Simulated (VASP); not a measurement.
# BeTe (F-43m) in VASP: notebook

The runs below take BeTe through single point, relaxation of cell and atoms, with LDA.

All numbers are computed with VASP 6.6.1; they aren't measurements. Logs are shortened: lines on timing, memory, paths and dates and some standing lists are left out, and cuts for length are marked.

## 1. The cell of the first run

It takes space group F-43m (No. 216, cubic). Conventional cell: a = 5.555 Å, b = 5.555 Å, c = 5.555 Å, α = 90.00°, β = 90.00°, γ = 90.00°. Be (site symmetry -43m) has 4 Te at 2.41 Å within 3.2 Å. Within 3.2 Å of Te (site symmetry -43m) lie 4 Be at 2.41 Å.

## 2. Single point, LDA

Input file INCAR:

```
PREC     = Accurate       # precision mode
ENCUT    = 600            # plane-wave cutoff, eV
EDIFF    = 1E-6           # SCF threshold, eV
ISMEAR   = 0              # smearing method
SIGMA    = 0.02           # smearing width, eV
LREAL    = F              # projectors in reciprocal space
LASPH    = T              # aspherical terms in the spheres
NELM     = 120            # most SCF steps
ALGO     = Normal         # electronic algorithm
ISIF     = 2              # what is computed and relaxed
LWAVE    = F              # write WAVECAR
LCHARG   = F              # write CHGCAR
NBANDS   = 11             # bands
GGA_COMPAT= F
```

Input file KPOINTS:

```
Automatic mesh
0
Gamma
  8 8 8
```

Input file POSCAR:

```
BeTe
1.0
    0.0000000000      2.7774347780      2.7774347780
    2.7774347780      0.0000000000      2.7774347780
    2.7774347780      2.7774347780      0.0000000000
Be Te
1 1
Direct
    0.0000000000      0.0000000000      0.0000000000
    0.2500000000      0.2500000000      0.2500000000
```

Potentials or basis: VASP PAW LDA potentials, release 64 (Be, Te).

Run with:

```
$ cat potpaw_LDA.64/Be/POTCAR potpaw_LDA.64/Te/POTCAR > POTCAR
$ mpirun -np 1 vasp_std > vasp.out
```

OUTCAR:

```text
PREC = Accurate
   ENCUT = 600
   EDIFF = 1E-6
   ISMEAR = 0
   LREAL = F
   LASPH = T
   NELM = 120
   ISIF = 2

 ion  position               nearest neighbor table
   1  0.000  0.000  0.000-   2 2.41   2 2.41   2 2.41   2 2.41
   2  0.250  0.250  0.250-   1 2.41   1 2.41   1 2.41   1 2.41

  LATTYP: Found a face centered cubic cell.
 ALAT       =     5.5548695560

  Lattice vectors:

 A1 = (   0.0000000000,   2.7774347780,   2.7774347780)
 A2 = (   2.7774347780,   0.0000000000,   2.7774347780)
 A3 = (   2.7774347780,   2.7774347780,   0.0000000000)

Analysis of symmetry for initial positions (statically):
=====================================================================
 Subroutine PRICEL returns:
 Original cell was already a primitive cell.

 Routine SETGRP: Setting up the symmetry group for a
 face centered cubic supercell.

 Subroutine GETGRP returns: Found 24 space group operations
 (whereof 24 operations were pure point group operations)
 out of a pool of 48 trial point group operations.

The static configuration has the point symmetry T_d .

Analysis of symmetry for dynamics (positions and initial velocities):
=====================================================================
 Subroutine PRICEL returns:
 Original cell was already a primitive cell.

 Routine SETGRP: Setting up the symmetry group for a
 face centered cubic supercell.

 Subroutine GETGRP returns: Found 24 space group operations
 (whereof 24 operations were pure point group operations)
 out of a pool of 48 trial point group operations.

The dynamic configuration has the point symmetry T_d .

 Subroutine INISYM returns: Found 24 space group operations
 (whereof 24 operations are pure point group operations),
 and found     1 'primitive' translations

----------------------------------------------------------------------------------------

                                     Primitive cell

  volume of cell :      42.8511

  direct lattice vectors                    reciprocal lattice vectors
     0.000000000  2.777434778  2.777434778    -0.180022229  0.180022229  0.180022229
     2.777434778  0.000000000  2.777434778     0.180022229 -0.180022229  0.180022229
     2.777434778  2.777434778  0.000000000     0.180022229  0.180022229 -0.180022229

  length of vectors
     3.927885932  3.927885932  3.927885932     0.311807647  0.311807647  0.311807647

  position of ions in fractional coordinates (direct lattice)
     0.000000000  0.000000000  0.000000000
     0.250000000  0.250000000  0.250000000

  ion indices of the primitive-cell ions
   primitive index   ion index
                 1           1
                 2           2

----------------------------------------------------------------------------------------

 KPOINTS: Automatic mesh

Automatic generation of k-mesh.
 Grid dimensions read from file:
 generate k-points for:    8    8    8

 Generating k-lattice:

  Cartesian coordinates                     Fractional coordinates (reciprocal lattice)
    -0.022502779  0.022502779  0.022502779     0.125000000  0.000000000  0.000000000
     0.022502779 -0.022502779  0.022502779     0.000000000  0.125000000  0.000000000
     0.022502779  0.022502779 -0.022502779     0.000000000  0.000000000  0.125000000

  Length of vectors
     0.038975956  0.038975956  0.038975956

  Shift w.r.t. Gamma in fractional coordinates (k-lattice)
     0.000000000  0.000000000  0.000000000

 Subroutine IBZKPT returns following result:
 ===========================================

 Found     29 irreducible k-points:

 Following reciprocal coordinates:
            Coordinates               Weight
  0.000000  0.000000  0.000000      1.000000
  0.125000  0.000000  0.000000      8.000000
  0.250000  0.000000  0.000000      8.000000
  0.375000  0.000000  0.000000      8.000000
  0.500000  0.000000  0.000000      4.000000
  0.125000  0.125000  0.000000      6.000000
[... 16 lines left out ...]
  0.500000  0.250000  0.125000     48.000000
 -0.375000  0.250000  0.125000     24.000000
 [... further k-points ...]
   k-points           NKPTS =     29   k-points in BZ     NKDIM =     29   number of bands    NBANDS=     11
   number of dos      NEDOS =    301   number of ions     NIONS =      2
   total plane-waves  NPLWV =  32768
   dimension x,y,z NGX =    32 NGY =   32 NGZ =   32
   dimension x,y,z NGXF=    64 NGYF=   64 NGZF=   64
   ions per type =               1   1
   NGX,Y,Z   is equivalent  to a cutoff of  13.54, 13.54, 13.54 a.u.
   NGXF,Y,Z  is equivalent  to a cutoff of  27.09, 27.09, 27.09 a.u.
 SYSTEM =  unknown system
   PREC   = accura    normal or accurate (medium, high low for compatibility)
   ISTART =      0    job   : 0-new  1-cont  2-samecut
   ICHARG =      2    charge: 1-file 2-atom 10-const
   ISPIN  =      1    spin polarized calculation?
   LNONCOLLINEAR =      F non collinear calculations
   LSORBIT =      F    spin-orbit coupling
   LASPH  =      T    aspherical Exc in radial PAW
   ENCUT  =  600.0 eV  44.10 Ry    6.64 a.u.   7.84  7.84  7.84*2*pi/ulx,y,z
   NELM   =    120;   NELMIN=  2; NELMDL= -5     # of ELM steps
   EDIFF  = 0.1E-05   stopping-criterion for ELM
   LREAL  =      F    real-space projection
   EDIFFG = 0.1E-04   stopping-criterion for IOM
   NSW    =      0    number of steps for IOM
   IBRION =     -1    ionic relax: 0-MD 1-quasi-New 2-CG
   NFREE  =      0    steps in history (QN), initial steepest desc. (CG)
   ISIF   =      2    stress and relaxation
   ISYM   =      2    0-nonsym 1-usesym 2-fastsym
   POTIM  = 0.5000    time-step for ionic-motion
   TEBEG  =    0.0;   TEEND  =   0.0 temperature during run
   PSTRESS=    0.0 pullay stress
   NELECT =       8.0000    total number of electrons
   NUPDOWN=      -1.0000    fix difference up-down
   EMIN   =  10.00;   EMAX   =-10.00  energy-range for DOS
   EFERMI =   0.00;   METHOD = LEGACY
   ISMEAR =     0;   SIGMA  =   0.02  broadening in eV -4-tet -1-fermi 0-gaus
   EFERMI_NEDOS =   21; number of points for ismear=-14 and -15
   IALGO  =     38    algorithm
   IMIX   =      4    mixing-type and parameters
     AMIX     =   0.40;   BMIX     =  1.00
     AMIX_MAG =   1.60;   BMIX_MAG =  1.00
  volume/ion in A,a.u.               =      21.43       144.59
  Fermi-wavevector in a.u.,A,eV,Ry     =   0.935659  1.768139 11.911327  0.875458
  Thomas-Fermi vector in A             =   2.062589
   LORBIT       =      0    0 simple, 1 ext, 2 COOP (PROOUT), +10 PAW based schemes
   GGA     = CA    functional components
   LHFCALC =     F    Hartree Fock is set to
   AEXX    =    0.0000 exact exchange contribution
   IVDW    =     0    specifies the selected vdW correction
   LEPSILON=     F    determine dielectric tensor
   LRPA    =     F    only Hartree local field effects (RPA)
 non-spin polarized calculation
 Gauss-broadening in eV      SIGMA  =   0.02
  energy-cutoff  :      600.00
  volume of cell :       42.85
 maximum number of plane-waves:      1459
   NGX = 15   NGY = 15   NGZ = 15

 number of electron       8.0000000 magnetization

 Free energy of the ion-electron system (eV)
  ---------------------------------------------------
  ext. energy  EPLUGINS =         0.00000000
  ---------------------------------------------------
  free energy    TOTEN  =        -8.72656376 eV

  energy without entropy =       -8.72656376  energy(sigma->0) =       -8.72656376

 E-fermi :   5.5138     XC(G=0):  -9.4307

 val. band max:        5.4164788245   @ k =   0.0000   0.0000   0.0000
 cond. band min:       7.1869700066   @ k =   0.5000   0.5000   0.0000
 fundamental gap:      1.7704911821
 Fermi energy:         5.5137979397

 k-point     1 :       0.0000    0.0000    0.0000
  band No.  band energies     occupation
      1      -7.1797      2.00000
      2       5.4165      2.00000
      3       5.4165      2.00000
      4       5.4165      2.00000
      5       8.9659      0.00000
      6       8.9659      0.00000
      7       8.9659      0.00000
      8       9.4464      0.00000
      9      13.6582      0.00000
     10      15.7397      0.00000
     11      15.7397      0.00000

 k-point     2 :       0.1250    0.0000    0.0000
  band No.  band energies     occupation
      1      -7.0240      2.00000
      2       4.0440      2.00000
      3       5.1629      2.00000
      4       5.1629      2.00000
      5       8.9714      0.00000
      6       9.3283      0.00000
      7       9.3283      0.00000
      8      10.7077      0.00000
      9      14.0598      0.00000
     10      14.7244      0.00000
     11      14.7244      0.00000

 k-point     3 :       0.2500    0.0000    0.0000
  band No.  band energies     occupation
      1      -6.5924      2.00000
      2       1.9514      2.00000
      3       4.6970      2.00000
      4       4.6970      2.00000
      5       8.7864      0.00000
      6       9.8728      0.00000
      7       9.8728      0.00000
      8      12.5573      0.00000
      9      14.3926      0.00000
     10      14.4410      0.00000
     11      14.4410      0.00000

 k-point     4 :       0.3750    0.0000    0.0000
  band No.  band energies     occupation
      1      -6.0368      2.00000
      2       0.2891      2.00000
      3       4.3423      2.00000
      4       4.3423      2.00000
      5       8.6358      0.00000
      6       9.9919      0.00000
      7       9.9919      0.00000
      8      13.1246      0.00000
      9      15.2734      0.00000
     10      15.5247      0.00000
     11      15.5247      0.00000
[... 239 lines left out ...]
 k-point    22 :       0.3750    0.2500    0.1250
  band No.  band energies     occupation
      1      -6.2344      2.00000
      2       1.7123      2.00000
      3       3.0301      2.00000
      4       4.1139      2.00000
      5       8.9343      0.00000
      6      10.3861      0.00000
      7      10.7035      0.00000
      8      11.7561      0.00000
      9      14.5680      0.00000
     10      15.9713      0.00000
     11      16.6422      0.00000

 k-point    23 :       0.5000    0.2500    0.1250
  band No.  band energies     occupation
      1      -5.7391      2.00000
      2       0.5954      2.00000
      3       2.4819      2.00000
      4       3.6259      2.00000
      5       9.3940      0.00000
      6      10.1073      0.00000
      7      11.3482      0.00000
      8      12.3884      0.00000
      9      15.2704      0.00000
     10      15.8192      0.00000
     11      17.7110      0.00000

 k-point    24 :      -0.3750    0.2500    0.1250
  band No.  band energies     occupation
      1      -5.4860      2.00000
      2       0.0661      2.00000
      3       2.3764      2.00000
      4       3.3865      2.00000
      5       9.5365      0.00000
      6       9.8189      0.00000
      7      12.1633      0.00000
      8      13.2217      0.00000
      9      13.8914      0.00000
     10      16.9923      0.00000
     11      17.3498      0.00000

 [... further k-points ...]
[... 5 lines left out ...]
  --------------------------------------------------------------------------------------
  -------------------------------------------------------------------------------------
  Total        0.0716794      0.0716794      0.0716794     -0.0000000     -0.0000000      0.0000000
  in kB        2.6800542      2.6800542      2.6800542     -0.0000000     -0.0000000      0.0000000
  external PRESSURE =       2.6800542 kB  Pullay stress =       0.0000000 kB

 VOLUME and BASIS-vectors are now :
 -----------------------------------------------------------------------------
  energy-cutoff  :      600.00
  volume of cell :       42.85
      direct lattice vectors                 reciprocal lattice vectors
     0.000000000  2.777434778  2.777434778    -0.180022229  0.180022229  0.180022229
     2.777434778  0.000000000  2.777434778     0.180022229 -0.180022229  0.180022229
     2.777434778  2.777434778  0.000000000     0.180022229  0.180022229 -0.180022229

 POSITION                                       TOTAL-FORCE (eV/Angst)
 -----------------------------------------------------------------------------------
      0.00000      0.00000      0.00000        -0.000000     -0.000000     -0.000000
      1.38872      1.38872      1.38872         0.000000      0.000000      0.000000
 -----------------------------------------------------------------------------------
    total drift:                                0.000000      0.000000      0.000000

  FREE ENERGIE OF THE ION-ELECTRON SYSTEM (eV)
  ---------------------------------------------------
  free  energy   TOTEN  =        -8.7265637558 eV

  energy  without entropy=       -8.7265637558  energy(sigma->0) =       -8.72656376
```

It took 21 s on 1 thread of Intel Xeon 8259CL, shared host; peak memory 0.16 GiB.

Results:

* Free energy: -8.7266 eV
* Pressure: 0.3 GPa
* Band gap on the k mesh: 1.77 eV (least direct gap 3.55 eV)

Caveat: spin-orbit coupling is left out, which moves the levels of the heavy elements. A k mesh can miss the band edges.

## 3. Single point, LDA

Input file INCAR:

```
SYSTEM = BeTe
PREC = Accurate
ENCUT = 520
EDIFF = 1E-6
ISMEAR = 0
SIGMA = 0.02
LREAL = .False.
LASPH = .True.
NELM = 100
ALGO = Normal
ISIF = 2
LWAVE = .False.
LCHARG = .False.
NBANDS = 11
```

Input file KPOINTS:

```
regular mesh
0
Gamma
  8 8 8
  0 0 0
```

POSCAR is that of step 2.

Potentials or basis: VASP PAW LDA potentials, release 64 (Be, Te).

Run with:

```
$ cat potpaw_LDA.64/Be/POTCAR potpaw_LDA.64/Te/POTCAR > POTCAR
$ mpirun -np 1 vasp_std > vasp.out
```

It took 11 s on 1 thread of Intel Xeon 8259CL, shared host; peak memory 0.15 GiB.

It converged, with:

| Item | Value |
| --- | --- |
| Free energy | -8.7265 eV |
| Pressure | 0.3 GPa |
| Band gap on the k mesh | 1.77 eV (least direct gap 3.55 eV) |

Levels at points of the mesh, in eV from the valence-band top:
```csv
k point,band 2,band 3,band 4,band 5,band 6,band 7
"(0.00, 0.00, 0.00)",0.00,0.00,0.00,3.55,3.55,3.55
"(0.50, 0.00, 0.00)",-5.80,-1.20,-1.20,3.17,4.54,4.54
"(0.50, 0.50, 0.00)",-5.30,-2.80,-2.80,1.77,2.59,9.86
```

Caveat: spin-orbit coupling is left out, which moves the levels of the heavy elements. A k mesh can miss the band edges.

## 4. Relaxation of cell and atoms, LDA

This run uses another cell than the first one, of 22.71 Å³/atom.

Input file INCAR:

```
SYSTEM = BeTe
PREC = Accurate
ENCUT = 600
EDIFF = 1E-6
ISMEAR = 0
SIGMA = 0.02
LREAL = .FALSE.
LASPH = .TRUE.
NELM = 60
ALGO = Normal
ISIF = 3
LWAVE = .FALSE.
LCHARG = .FALSE.
GGA = CA
IBRION = 2
NSW = 70
EDIFFG = -0.005
```

Input file KPOINTS:

```
regular mesh
0
G
  8 8 8
  0 0 0
```

Input file POSCAR:

```
BeTe
1.0
    0.0000000000      2.8318743745      2.8318743745
    2.8318743745      0.0000000000      2.8318743745
    2.8318743745      2.8318743745      0.0000000000
Be Te
1 1
Direct
    0.0000000000      0.0000000000      0.0000000000
    0.2500000000      0.2500000000      0.2500000000
```

Run with:

```
$ cat potpaw_LDA.64/Be/POTCAR potpaw_LDA.64/Te/POTCAR > POTCAR
$ mpirun -np 1 vasp_std > vasp.out
```

Wall time 16 s (1 thread of Intel Xeon 8259CL, shared host); peak memory 0.16 GiB.

The run converged. Its results:

* Free energy: -8.7268 eV
* Relaxed volume: 21.51 Å³/atom
* Relaxed cell: a = 3.933 Å, b = 3.933 Å, c = 3.933 Å, α = 60.00°, β = 60.00°, γ = 60.00°
* Space group after relaxing (to 0.1 Å): F-43m (No. 216)
* Energy gained by relaxing: 12.1 meV/atom
* Ionic steps: 3
* Pressure after relaxing: 0.0 GPa
* Band gap on the k mesh: 1.78 eV (least direct gap 3.55 eV)

The path:
```tsv
step	energy change (eV)	largest force (eV/Å)	pressure (GPa)	volume (Å³)
1	0.0000	0.0000	-3.10	45.42
2	-0.0234	0.0000	0.64	42.60
3	-0.0243	0.0000	0.02	43.02
```

Final structure:
```cif
data_structure
_symmetry_space_group_name_H-M 'P 1'
_symmetry_Int_Tables_number 1
_cell_length_a 3.9329
_cell_length_b 3.9329
_cell_length_c 3.9329
_cell_angle_alpha 60.000
_cell_angle_beta 60.000
_cell_angle_gamma 60.000
_cell_volume 43.02
loop_
_atom_site_label
_atom_site_type_symbol
_atom_site_fract_x
_atom_site_fract_y
_atom_site_fract_z
_atom_site_occupancy
Be1 Be 0.00000 0.00000 0.00000 1
Te1 Te 0.25000 0.25000 0.25000 1
```

Levels at points of the mesh, in eV from the valence-band top:
```csv
k point,band 1,band 2,band 3,band 4,band 5,band 6,band 7,band 8
"(0.00, 0.00, 0.00)",-12.57,0.00,0.00,0.00,3.55,3.55,3.55,4.00
"(0.50, 0.00, 0.00)",-11.14,-5.78,-1.19,-1.19,3.15,4.54,4.54,7.64
"(0.50, 0.50, 0.00)",-10.62,-5.28,-2.79,-2.79,1.78,2.60,9.83,9.83
```

Caveat: spin-orbit coupling is left out, which moves the levels of the heavy elements.

## 5. The runs side by side

```csv
task,cell,cutoff (eV),gap on the mesh (eV),pressure (GPa)
single point,"a = 3.928 Å, angles 60.0°, 2 atoms",600,1.77,0.3
single point,"a = 3.928 Å, angles 60.0°, 2 atoms",520,1.77,0.3
relaxation of cell and atoms,"relaxed from a = 4.005 Å, angles 60.0°, 2 atoms",600,1.78,0.0
```

Alike in all rows: level LDA; potentials or basis VASP PAW LDA potentials, release 64 (Be, Te); no spin polarisation; k mesh 8 × 8 × 8; smearing gaussian 0.02 eV.

Caveats: spin-orbit coupling is left out, which moves the levels of the heavy elements.

Total energies depend on the potentials used, so only differences within one code and one set of settings carry meaning.
